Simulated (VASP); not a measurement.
Here is a VASP 6.6.1 calculation.

The input POSCAR:

```
AlSi2C2N
1.0
    0.0000000000      0.0000000000      5.1095960000
    3.1138160000      0.0000000000      0.0000000000
    0.0000000000     15.9507190000      0.0000000000
Si Al C N
8 4 8 4
Direct
    0.0010360000      0.9859100000      0.1131410000
    0.0234480000      0.4860230000      0.2751080000
    0.9801300000      0.0044380000      0.4398510000
    0.0072230000      0.5048760000      0.6049630000
    0.4876310000      0.4818590000      0.0557110000
    0.4959980000      0.0095540000      0.2091700000
    0.5294480000      0.4942300000      0.3865130000
    0.4618550000      0.0285010000      0.5514090000
    0.0022710000      0.9996050000      0.7732800000
    0.9978130000      0.4990430000      0.9446440000
    0.4973590000      0.5303160000      0.7166800000
    0.5172360000      0.9911120000      0.8827270000
    0.3981550000      0.9953260000      0.1123750000
    0.3756900000      0.5297060000      0.2738340000
    0.3692440000      0.9839740000      0.4353580000
    0.3957590000      0.5136940000      0.6052550000
    0.8720840000      0.4754720000      0.0583180000
    0.8694010000      0.9972370000      0.2229580000
    0.8548610000      0.5156820000      0.3835110000
    0.8688560000      0.0049260000      0.5536410000
    0.3785460000      0.0283970000      0.7635520000
    0.3820540000      0.5085510000      0.9425560000
    0.8825740000      0.5053660000      0.7065440000
    0.8687080000      0.0234090000      0.8820970000
```

File INCAR.step1:

```
SYSTEM = AlSi2C2N
PREC = Accurate ; ENCUT = 520
ISMEAR = -1 ; SIGMA = 0.05
LREAL = Auto ; LASPH = .TRUE.
NELM = 100 ; NBANDS = 66
GGA = PE ; ALGO = Normal
EDIFF = 1E-4 ; LWAVE = .TRUE.
LCHARG = .FALSE.
```

Contents of INCAR.step2:

```
SYSTEM = AlSi2C2N
PREC = Accurate ; ENCUT = 520
EDIFF = 1E-7 ; ISMEAR = -1
SIGMA = 0.05 ; LREAL = Auto
LASPH = .TRUE. ; NELM = 100
ALGO = Normal ; ISIF = 2
LWAVE = .FALSE. ; LCHARG = .TRUE.
METAGGA = R2SCAN ; LMIXTAU = .TRUE.
LELF = .TRUE. ; LVHAR = .TRUE.
NBANDS = 66 ; ISTART = 1
```

The input KPOINTS:

```
Automatic mesh
0
G
  3 4 1
  0 0 0
```

Potentials or basis: VASP PAW PBE potentials, release 64 (Si, Al, C, N).

Command:

```sh
$ cat potpaw_PBE.64/Si/POTCAR potpaw_PBE.64/Al/POTCAR potpaw_PBE.64/C/POTCAR potpaw_PBE.64/N/POTCAR > POTCAR
$ cp INCAR.step1 INCAR
$ mpirun -np 1 vasp_std > vasp.out
$ cp INCAR.step2 INCAR
$ mpirun -np 1 vasp_std > vasp.out
```

Task: Predict the pressure.

Result: -0.8 GPa.

Task: Estimate the largest force.

Result: 9.821 eV/Å.

Task: Estimate the band gap on the k mesh.

Result: 2.30 eV (least direct gap 2.49 eV).

Stress tensor (GPa, compression positive):
```
-4.03  0.18  0.85
 0.18  5.43  0.17
 0.85  0.17 -3.74
```

Caveat: the k points lie up to 0.50 Å⁻¹ apart; the PAW data sets were made with another functional, which shifts forces and pressure a little.
